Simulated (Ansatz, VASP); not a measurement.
# Ga: VASP beside Ansatz

INCAR

```
SYSTEM = Ga
PREC = Accurate
ENCUT = 520
EDIFF = 1E-7
ISMEAR = -1
SIGMA = 0.03
LREAL = .False.
LASPH = .True.
NELM = 100
ALGO = Normal
ISIF = 2
LWAVE = .False.
LCHARG = .False.
GGA = PS
NBANDS = 20
```

File KPOINTS:

```
Automatic mesh
0
Gamma
  14 14 11
  0 0 0
```

Contents of POSCAR:

```
Ga
1.0
    1.3921592073     -4.0531663400      0.0000000000
    1.3921592073      4.0531663400      0.0000000000
   -0.1182278372      0.0000000000      3.3519831592
Ga
2
Direct
    0.8690000000      0.1310000000      0.2500000000
    0.1310000000      0.8690000000      0.7500000000
```

Input for Ansatz:

```yaml
crystal:
  lattice:
    - [1.3921592073, -4.05316634, 0.0]
    - [1.3921592073, 4.05316634, 0.0]
    - [-0.1182278372, 0.0, 3.3519831592]
  atoms:
    - { symbol: Ga, position: [0.869, 0.131, 0.25] }
    - { symbol: Ga, position: [0.131, 0.869, 0.75] }
kpoints:
  mp_grid: { grid: [14, 14, 11] }
  band_path:
    path:
      - [0.0, 0.0, 0.0]
      - [-0.5, 0.5, 0.0]
      - [-0.5, 0.5, 0.5]
      - [0.0, 0.0, 0.5]
      - [0.0, 0.0, 0.0]
      - [-0.5, 0.0, 0.5]
      - [0.0, 0.0, 0.0]
      - [-0.5, 0.0, 0.0]
    npoints: 5
scf:
  occupations: { method: fermi_dirac, width: 0.03 }
hamiltonian:
  xc: pbesol
  pseudopotentials: { kind: all_electron, lapw: { basis_error: 0.0005 } }
output:
  forces: true
  stress: true
  eigenvalues: true
```

Change from the starting cell: volume scaled by 1.02.

Alike in both runs: task single point; functional PBEsol; k mesh 14 × 14 × 11; occupations fermi-dirac, width 0.03 eV; no spin polarisation.

|  | VASP | Ansatz |
| --- | --- | --- |
| version | VASP 6.6.1 | Ansatz 0.2.0 |
| potentials or method | VASP PAW PBE potentials, release 64 (Ga_d), cutoff 520 eV | all-electron LAPW, scalar-relativistic |

|  | VASP | Ansatz | Ansatz less VASP |
| --- | --- | --- | --- |
| pressure (GPa) | -2.8 | -2.8 | -0.03 |
| traceless stress, the component that is largest in VASP (GPa) | -0.07 | -0.07 | 0.000 |
| rms of the force components (eV/Å) | 0.100 | 0.100 | -0.0002 |

VASP's potentials were made for PBE, not for PBEsol. Atom by atom the forces differ by 0.000 eV/Å (rms over components). Ansatz ran all-electron here, and VASP with PAW potentials.
